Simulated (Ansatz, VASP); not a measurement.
## InP in VASP and in Ansatz

File INCAR:

```
PREC     = Accurate       # precision mode
ENCUT    = 520            # plane-wave cutoff, eV
EDIFF    = 1E-6           # SCF threshold, eV
ISMEAR   = 0              # smearing method
SIGMA    = 0.05           # smearing width, eV
LREAL    = False          # projectors in reciprocal space
LASPH    = True           # aspherical terms in the spheres
NELM     = 100            # most SCF steps
ALGO     = Normal         # electronic algorithm
ISIF     = 2              # what is computed and relaxed
LWAVE    = False          # write WAVECAR
LCHARG   = False          # write CHGCAR
GGA      = PE             # functional
NBANDS   = 16             # bands
```

The input KPOINTS:

```
Automatic mesh
0
Gamma
  6 6 6
```

Contents of POSCAR:

```
InP
1.0
    0.0000000000      2.9500366667      2.9305000000
    2.9500366667      0.0000000000      2.9305000000
    2.9500366667      2.9500366667      0.0000000000
In P
1 1
Direct
    0.0000000000      0.0000000000      0.0000000000
    0.2500000000      0.2500000000      0.2500000000
```

Input for Ansatz:

```yaml
crystal:
  lattice:
    - [0.0, 2.950036666666666, 2.9305]
    - [2.950036666666666, 0.0, 2.9305]
    - [2.950036666666666, 2.950036666666666, 0.0]
  atoms:
    - { symbol: In, position: [0.0, 0.0, 0.0] }
    - { symbol: P, position: [0.25, 0.25, 0.25] }
basis:
  ecutwfc: 520.0
kpoints:
  mp_grid:
    grid: [6, 6, 6]
hamiltonian:
  xc: pbe
  pseudopotentials:
    kind: paw
scf:
  occupations:
    method: gaussian
    width: 0.05
output:
  stress: true
```

Alike in both runs: task single point; functional PBE; k mesh 6 × 6 × 6; occupations gaussian, width 0.05 eV; no spin polarisation.

|  | VASP | Ansatz |
| --- | --- | --- |
| version | VASP 6.6.1 | Ansatz 0.2.0 |
| potentials or method | VASP PAW PBE potentials, release 64 (In_d, P), cutoff 520 eV | plane waves, PAW |
| valence electrons in the cell | 18 | 18 |

|  | VASP | Ansatz | Ansatz less VASP |
| --- | --- | --- | --- |
| pressure (GPa) | 2.3 | 2.4 | +0.05 |
| traceless stress, the component that is largest in VASP (GPa) | 0.18 | 0.18 | 0.000 |
